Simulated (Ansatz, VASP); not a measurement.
## One calculation of FePt, two programs

```
Pt Fe
1.0
     2.74154    0.00000    0.00000
     0.00000    2.74154    0.00000
     0.00000    0.00000    3.74464
Pt Fe
1 1
Direct
  0.50000 0.50000 0.50000
  0.00000 0.00000 0.00000
```

Alike in both runs: task single point; functional RPBE; dispersion D3(BJ); k mesh 10 × 10 × 7; occupations fermi-dirac, width 0.05 eV; collinear spin.

|  | VASP | Ansatz |
| --- | --- | --- |
| version | VASP 6.6.1 | Ansatz 0.2.0 |
| potentials or method | VASP PAW PBE potentials, release 64 (Pt, Fe) | Ansatz PAW |
| plane-wave cutoff (eV) | 520 | 420 |
| valence electrons in the cell | 18 | 34 |

Ansatz gave:

| Quantity | Value |
| --- | --- |
| gap on the k mesh at the Fermi level (eV) | none |
| net moment per atom (μB) | 1.67 |
| size of the moment on the site where the two differ most (μB) | 0.40 |

Question: Estimate VASP's values.

Answer: gap on the k mesh at the Fermi level (eV): none; net moment per atom (μB): 1.67; size of the moment on the site where the two differ most (μB): 0.34.

VASP's potentials were made for PBE, not for RPBE. Site moments also hang on the region over which each program counts them. A gap of «none» marks a metal or a gap that the smearing closes. VASP's potentials hold 18 valence electrons a cell and Ansatz's 34, so a difference there can come from the potentials and not from the codes.

Spin-orbit coupling is off throughout.
